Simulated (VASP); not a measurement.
# Cu (Fm-3m) in VASP: a series of runs

Runs on Cu. Level: PBEsol. Tasks: single point, relaxation of volume and atoms at fixed shape.

Program: VASP 6.6.1. These are calculated values, not measurements. Logs are shortened: lines on timing, memory, paths and dates and some standing lists are left out, and cuts for length are marked.

### 1 The cell of the first run

Symmetry: Fm-3m, No. 225, cubic system. The conventional cell has a = 3.564 Å, b = 3.564 Å, c = 3.564 Å, α = 90.00°, β = 90.00°, γ = 90.00°. Cu (site symmetry m-3m) has 12 Cu at 2.52 Å within 3.3 Å.

### 2 Single point, PBEsol

The input, INCAR:

```
SYSTEM = Cu
PREC     = Accurate       ! precision mode
ENCUT    = 600            ! plane-wave cutoff, eV
EDIFF    = 1E-6           ! SCF threshold, eV
ISMEAR   = -1             ! smearing method
SIGMA    = 0.1            ! smearing width, eV
LREAL    = .False.        ! projectors in reciprocal space
LASPH    = .True.         ! aspherical terms in the spheres
NELM     = 120            ! most SCF steps
ALGO     = Normal         ! electronic algorithm
ISIF     = 2              ! what is computed and relaxed
LWAVE    = .False.        ! write WAVECAR
LCHARG   = .False.        ! write CHGCAR
GGA      = PS             ! functional
NBANDS   = 12             ! bands
GGA_COMPAT= .False.
```

The input, KPOINTS:

```
Automatic mesh
0
Gamma
  14 14 14
  0 0 0
```

The input, POSCAR:

```
Cu
1.0
    0.0000000000      1.7820279306      1.7820279306
    1.7820279306      0.0000000000      1.7820279306
    1.7820279306      1.7820279306      0.0000000000
Cu
1
Direct
    0.0000000000      0.0000000000      0.0000000000
```

Potentials or basis: VASP PAW PBE potentials, release 64 (Cu).

Started as:

```bash
$ cat potpaw_PBE.64/Cu/POTCAR > POTCAR
$ mpirun -np 1 vasp_std > vasp.out
```

OUTCAR:

```text
SYSTEM = Cu
   PREC = Accurate
   ENCUT = 600
   EDIFF = 1E-6
   ISMEAR = -1
   LREAL = .False.
   LASPH = .True.
   NELM = 120
   ISIF = 2
   GGA = PS

 ion  position               nearest neighbor table
   1  0.000  0.000  0.000-

  LATTYP: Found a face centered cubic cell.
 ALAT       =     3.5640558612

  Lattice vectors:

 A1 = (   0.0000000000,   1.7820279306,   1.7820279306)
 A2 = (   1.7820279306,   0.0000000000,   1.7820279306)
 A3 = (   1.7820279306,   1.7820279306,   0.0000000000)

Analysis of symmetry for initial positions (statically):
=====================================================================
 Subroutine PRICEL returns:
 Original cell was already a primitive cell.

 Routine SETGRP: Setting up the symmetry group for a
 face centered cubic supercell.

 Subroutine GETGRP returns: Found 48 space group operations
 (whereof 48 operations were pure point group operations)
 out of a pool of 48 trial point group operations.

The static configuration has the point symmetry O_h .

Analysis of symmetry for dynamics (positions and initial velocities):
=====================================================================
 Subroutine PRICEL returns:
 Original cell was already a primitive cell.

 Routine SETGRP: Setting up the symmetry group for a
 face centered cubic supercell.

 Subroutine GETGRP returns: Found 48 space group operations
 (whereof 48 operations were pure point group operations)
 out of a pool of 48 trial point group operations.

The dynamic configuration has the point symmetry O_h .

 Subroutine INISYM returns: Found 48 space group operations
 (whereof 48 operations are pure point group operations),
 and found     1 'primitive' translations

----------------------------------------------------------------------------------------

                                     Primitive cell

  volume of cell :      11.3181

  direct lattice vectors                    reciprocal lattice vectors
     0.000000000  1.782027931  1.782027931    -0.280579216  0.280579216  0.280579216
     1.782027931  0.000000000  1.782027931     0.280579216 -0.280579216  0.280579216
     1.782027931  1.782027931  0.000000000     0.280579216  0.280579216 -0.280579216

  length of vectors
     2.520168068  2.520168068  2.520168068     0.485977458  0.485977458  0.485977458

  position of ions in fractional coordinates (direct lattice)
     0.000000000  0.000000000  0.000000000

  ion indices of the primitive-cell ions
   primitive index   ion index
                 1           1

----------------------------------------------------------------------------------------

 KPOINTS: Automatic mesh

Automatic generation of k-mesh.
 Grid dimensions read from file:
 generate k-points for:   14   14   14

 Generating k-lattice:

  Cartesian coordinates                     Fractional coordinates (reciprocal lattice)
    -0.020041373  0.020041373  0.020041373     0.071428571  0.000000000  0.000000000
     0.020041373 -0.020041373  0.020041373     0.000000000  0.071428571  0.000000000
     0.020041373  0.020041373 -0.020041373     0.000000000  0.000000000  0.071428571

  Length of vectors
     0.034712676  0.034712676  0.034712676

  Shift w.r.t. Gamma in fractional coordinates (k-lattice)
     0.000000000  0.000000000  0.000000000

 Subroutine IBZKPT returns following result:
 ===========================================

 Found    104 irreducible k-points:

 Following reciprocal coordinates:
            Coordinates               Weight
  0.000000  0.000000  0.000000      1.000000
  0.071429  0.000000  0.000000      8.000000
  0.142857  0.000000  0.000000      8.000000
  0.214286  0.000000  0.000000      8.000000
  0.285714  0.000000  0.000000      8.000000
  0.357143  0.000000  0.000000      8.000000
[... 16 lines left out ...]
  0.214286  0.142857  0.000000     24.000000
  0.285714  0.142857  0.000000     24.000000
 [... further k-points ...]
   k-points           NKPTS =    104   k-points in BZ     NKDIM =    104   number of bands    NBANDS=     12
   number of dos      NEDOS =    301   number of ions     NIONS =      1
   total plane-waves  NPLWV =   8000
   dimension x,y,z NGX =    20 NGY =   20 NGZ =   20
   dimension x,y,z NGXF=    40 NGYF=   40 NGZF=   40
   ions per type =               1
   NGX,Y,Z   is equivalent  to a cutoff of  13.19, 13.19, 13.19 a.u.
   NGXF,Y,Z  is equivalent  to a cutoff of  26.39, 26.39, 26.39 a.u.
 SYSTEM =  Cu
   PREC   = accura    normal or accurate (medium, high low for compatibility)
   ISTART =      0    job   : 0-new  1-cont  2-samecut
   ICHARG =      2    charge: 1-file 2-atom 10-const
   ISPIN  =      1    spin polarized calculation?
   LNONCOLLINEAR =      F non collinear calculations
   LSORBIT =      F    spin-orbit coupling
   LASPH  =      T    aspherical Exc in radial PAW
   ENCUT  =  600.0 eV  44.10 Ry    6.64 a.u.   5.03  5.03  5.03*2*pi/ulx,y,z
   NELM   =    120;   NELMIN=  2; NELMDL= -5     # of ELM steps
   EDIFF  = 0.1E-05   stopping-criterion for ELM
   LREAL  =      F    real-space projection
   EDIFFG = 0.1E-04   stopping-criterion for IOM
   NSW    =      0    number of steps for IOM
   IBRION =     -1    ionic relax: 0-MD 1-quasi-New 2-CG
   NFREE  =      0    steps in history (QN), initial steepest desc. (CG)
   ISIF   =      2    stress and relaxation
   ISYM   =      2    0-nonsym 1-usesym 2-fastsym
   POTIM  = 0.5000    time-step for ionic-motion
   TEBEG  =    0.0;   TEEND  =   0.0 temperature during run
   PSTRESS=    0.0 pullay stress
   NELECT =      11.0000    total number of electrons
   NUPDOWN=      -1.0000    fix difference up-down
   EMIN   =  10.00;   EMAX   =-10.00  energy-range for DOS
   EFERMI =   0.00;   METHOD = LEGACY
   ISMEAR =    -1;   SIGMA  =   0.10  broadening in eV -4-tet -1-fermi 0-gaus
   EFERMI_NEDOS =   21; number of points for ismear=-14 and -15
   IALGO  =     38    algorithm
   IMIX   =      4    mixing-type and parameters
     AMIX     =   0.40;   BMIX     =  1.00
     AMIX_MAG =   1.60;   BMIX_MAG =  1.00
  volume/ion in A,a.u.               =      11.32        76.38
  Fermi-wavevector in a.u.,A,eV,Ry     =   1.621616  3.064409 35.778381  2.629637
  Thomas-Fermi vector in A             =   2.715363
   LORBIT       =      0    0 simple, 1 ext, 2 COOP (PROOUT), +10 PAW based schemes
   GGA     = PS    functional components
   LHFCALC =     F    Hartree Fock is set to
   AEXX    =    0.0000 exact exchange contribution
   IVDW    =     0    specifies the selected vdW correction
   LEPSILON=     F    determine dielectric tensor
   LRPA    =     F    only Hartree local field effects (RPA)
 non-spin polarized calculation
  energy-cutoff  :      600.00
  volume of cell :       11.32
 maximum number of plane-waves:       388
   NGX =  9   NGY =  9   NGZ =  9

 number of electron      11.0000013 magnetization

 Free energy of the ion-electron system (eV)
  ---------------------------------------------------
  ext. energy  EPLUGINS =         0.00000000
  ---------------------------------------------------
  free energy    TOTEN  =        -4.31321839 eV

  energy without entropy =       -4.30327977  energy(sigma->0) =       -4.30824908

 E-fermi :   7.9113     XC(G=0): -13.1583

 val. band max:        7.8262446370   @ k =   0.5000   0.2857   0.1429
 cond. band min:       7.9504843209   @ k =   0.5000   0.2143   0.0714
 fundamental gap:      0.1242396839
 Fermi energy:         7.9113170729

 k-point     1 :       0.0000    0.0000    0.0000
  band No.  band energies     occupation
      1      -1.7809      2.00000
      2       4.7775      2.00000
      3       4.7775      2.00000
      4       4.7775      2.00000
      5       5.6663      2.00000
      6       5.6663      2.00000
      7      30.8608      0.00000
      8      33.8084      0.00000
      9      33.8084      0.00000
     10      33.8084      0.00000
     11      36.3264      0.00000
     12      36.3264      0.00000

 k-point     2 :       0.0714    0.0000    0.0000
  band No.  band energies     occupation
      1      -1.5895      2.00000
      2       4.7352      2.00000
      3       4.8145      2.00000
      4       4.8145      2.00000
      5       5.6517      2.00000
      6       5.6517      2.00000
      7      29.7399      0.00000
      8      32.0340      0.00000
      9      33.2522      0.00000
     10      33.2522      0.00000
     11      37.1407      0.00000
     12      37.1407      0.00000

 k-point     3 :       0.1429    0.0000    0.0000
  band No.  band energies     occupation
      1      -1.0265      2.00000
      2       4.6282      2.00000
      3       4.8996      2.00000
      4       4.8996      2.00000
      5       5.6327      2.00000
      6       5.6327      2.00000
      7      26.2452      0.00000
      8      31.4951      0.00000
      9      32.3817      0.00000
     10      32.3817      0.00000
     11      38.1716      0.00000
     12      38.5182      0.00000
[... 286 lines left out ...]
 k-point    23 :       0.2143    0.1429    0.0000
  band No.  band energies     occupation
      1      -0.1247      2.00000
      2       4.3395      2.00000
      3       5.0791      2.00000
      4       5.1360      2.00000
      5       5.3970      2.00000
      6       5.8386      2.00000
      7      25.4694      0.00000
      8      27.9486      0.00000
      9      29.0781      0.00000
     10      31.1400      0.00000
     11      34.1260      0.00000
     12      40.5170      0.00000

 k-point    24 :       0.2857    0.1429    0.0000
  band No.  band energies     occupation
      1       0.8103      2.00000
      2       4.2223      2.00000
      3       4.9388      2.00000
      4       5.1804      2.00000
      5       5.6848      2.00000
      6       5.9621      2.00000
      7      21.8119      0.00000
      8      27.1579      0.00000
      9      28.4439      0.00000
     10      30.4572      0.00000
     11      35.1451      0.00000
     12      39.8322      0.00000

 [... further k-points ...]
[... 5 lines left out ...]
  --------------------------------------------------------------------------------------
  -------------------------------------------------------------------------------------
  Total        0.0583314      0.0583314      0.0583314     -0.0000000     -0.0000000      0.0000000
  in kB        8.2573215      8.2573215      8.2573215     -0.0000000     -0.0000000      0.0000000
  external PRESSURE =       8.2573215 kB  Pullay stress =       0.0000000 kB

 VOLUME and BASIS-vectors are now :
 -----------------------------------------------------------------------------
  energy-cutoff  :      600.00
  volume of cell :       11.32
      direct lattice vectors                 reciprocal lattice vectors
     0.000000000  1.782027931  1.782027931    -0.280579216  0.280579216  0.280579216
     1.782027931  0.000000000  1.782027931     0.280579216 -0.280579216  0.280579216
     1.782027931  1.782027931  0.000000000     0.280579216  0.280579216 -0.280579216

 POSITION                                       TOTAL-FORCE (eV/Angst)
 -----------------------------------------------------------------------------------
      0.00000      0.00000      0.00000         0.000000     -0.000000      0.000000
 -----------------------------------------------------------------------------------
    total drift:                                0.000000      0.000000      0.000000

  FREE ENERGIE OF THE ION-ELECTRON SYSTEM (eV)
  ---------------------------------------------------
  free  energy   TOTEN  =        -4.3132183850 eV

  energy  without entropy=       -4.3032797736  energy(sigma->0) =       -4.30824908
```

Wall time 8.2 s (1 thread of Intel Xeon Platinum 8375C at 2.90GHz (Ice Lake), shared host); peak memory 0.13 GiB.

Results:

| Quantity | Value |
| --- | --- |
| Free energy | -4.3132 eV |
| Pressure | 0.8 GPa |
| Band gap on the k mesh | zero (an odd number of electrons rules out a gap without spin polarisation) |

Levels at points of the mesh, in eV from the Fermi level:
```
           k point  band 3  band 4  band 5  band 6  band 7  band 8  band 9  band 10
(0.00, 0.00, 0.00)   -3.13   -3.13   -2.25   -2.25   22.95   25.90   25.90    25.90
(0.50, 0.00, 0.00)   -3.17   -1.64   -1.64   -1.14    3.98   21.42   22.71    22.71
(0.50, 0.50, 0.00)   -1.66   -1.49   -1.49    1.45    7.42   13.39   13.39    18.02
```

Caveat: the PAW data sets were made with another functional, which shifts forces and pressure a little.

### 3 Relaxation of volume and atoms at fixed shape, PBEsol

This run uses another cell than the first one, of 11.81 Å³/atom.

The input, INCAR:

```
SYSTEM = Cu
PREC = Accurate
ENCUT = 600
EDIFF = 1E-7
ISMEAR = -1
SIGMA = 0.1
LREAL = .False.
LASPH = .True.
NELM = 120
ALGO = Normal
ISIF = 8
LWAVE = .False.
LCHARG = .False.
GGA = PS
IBRION = 2
NSW = 80
EDIFFG = -0.03
GGA_COMPAT = .False.
NELMIN = 4
```

KPOINTS is that of step 2.

The input, POSCAR:

```
Cu
1.0
    0.0000000000      1.8075000000      1.8075000000
    1.8075000000      0.0000000000      1.8075000000
    1.8075000000      1.8075000000      0.0000000000
Cu
1
Direct
    0.0000000000      0.0000000000      0.0000000000
```

Potentials or basis: VASP PAW PBE potentials, release 64 (Cu).

Started as:

```bash
$ cat potpaw_PBE.64/Cu/POTCAR > POTCAR
$ mpirun -np 1 vasp_std > vasp.out
```

Wall time 16 s (1 thread of Intel Xeon Platinum 8375C at 2.90GHz (Ice Lake), shared host); peak memory 0.14 GiB.

Results (log left out):

- Free energy: -4.3135 eV
- Relaxed volume: 11.37 Å³/atom
- Relaxed cell: a = 2.524 Å, b = 2.524 Å, c = 2.524 Å, α = 60.00°, β = 60.00°, γ = 60.00°
- Space group after relaxing (to 0.1 Å): Fm-3m (No. 225)
- Energy gained by relaxing: 8.1 meV/atom
- Ionic steps: 3
- Pressure after relaxing: 0.0 GPa
- Band gap on the k mesh: zero (an odd number of electrons rules out a gap without spin polarisation)

The path:
| step | energy change (eV) | largest force (eV/Å) | pressure (GPa) | volume (Å³) |
| --- | --- | --- | --- | --- |
| 1 | 0.0000 | 0.0000 | -5.66 | 11.81 |
| 2 | -0.0050 | 0.0000 | 4.00 | 11.11 |
| 3 | -0.0081 | 0.0000 | 0.00 | 11.37 |

Final structure:
```
CELL_PARAMETERS angstrom
0.00000 1.78475 1.78475
1.78475 0.00000 1.78475
1.78475 1.78475 0.00000
ATOMIC_POSITIONS crystal
Cu 0.00000 0.00000 0.00000
```

Levels at points of the mesh, in eV from the Fermi level:
```
           k point  band 2  band 3  band 4  band 5  band 6  band 7  band 8  band 9
(0.00, 0.00, 0.00)   -3.12   -3.12   -3.12   -2.23   -2.23   22.91   25.83   25.83
(0.50, 0.00, 0.00)   -3.15   -3.15   -1.63   -1.63   -1.12    3.96   21.39   22.64
(0.50, 0.50, 0.00)   -4.60   -1.65   -1.48   -1.48    1.46    7.39   13.36   13.36
```

Caveat: the PAW data sets were made with another functional, which shifts forces and pressure a little.
